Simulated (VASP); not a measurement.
Write the native input for VASP 6.6.1 that does the following.

```yaml
Task: single point
Functional: PBEsol
Potentials_or_basis: VASP PAW PBE potentials, release 64 (Ni)
Cutoff: 520 eV
k_mesh: 21 × 21 × 21
Occupations: fermi-dirac, width 0.08 eV
Spin: collinear spin, ferromagnetic start
Starting_moments: "[1.0] μB"
Dipole_correction: no
Further_INCAR_settings: ALGO = Normal; EDIFF = 1e-06; NBANDS = 15
```

The structure of Ni lies in POSCAR:

```
Ni
1.0
   -1.1623489441      1.1623489441      1.1623489441
    1.1623489441     -1.1623489441      1.1623489441
    1.1623489441      1.1623489441     -1.1623489441
Ni
1
Direct
    0.0000000000      0.0000000000      0.0000000000
```

This cell differs from its parent crystal: volume scaled by 0.6.

The input as run:

INCAR

```
SYSTEM = Ni
PREC = Accurate
ENCUT = 520
EDIFF = 1E-6
ISMEAR = -1
SIGMA = 0.08
LREAL = .FALSE.
LASPH = .TRUE.
NELM = 150
ALGO = Normal
ISIF = 2
LWAVE = .FALSE.
LCHARG = .FALSE.
ISPIN = 2
MAGMOM = 1
LORBIT = 11
LMAXMIX = 4
GGA = PS
NBANDS = 15
```

KPOINTS

```
Automatic mesh
0
G
  21 21 21
  0 0 0
```

Potentials or basis: VASP PAW PBE potentials, release 64 (Ni).

The run is started by

```console
$ cat potpaw_PBE.64/Ni/POTCAR > POTCAR
$ mpirun -np 1 vasp_std > vasp.out
```

Results of the run:

```yaml
Pressure: 380.8 GPa
Band_gap_on_the_k_mesh: zero (filled and empty bands overlap)
Net_moment: 0.00 μB per cell
```

Caveat: the PAW data sets were made with another functional, which shifts forces and pressure a little.

Run time: 16 s on 1 thread of Intel(R) Xeon(R) 6975P-C (Granite Rapids) (shared host), peak memory 0.15 GiB.
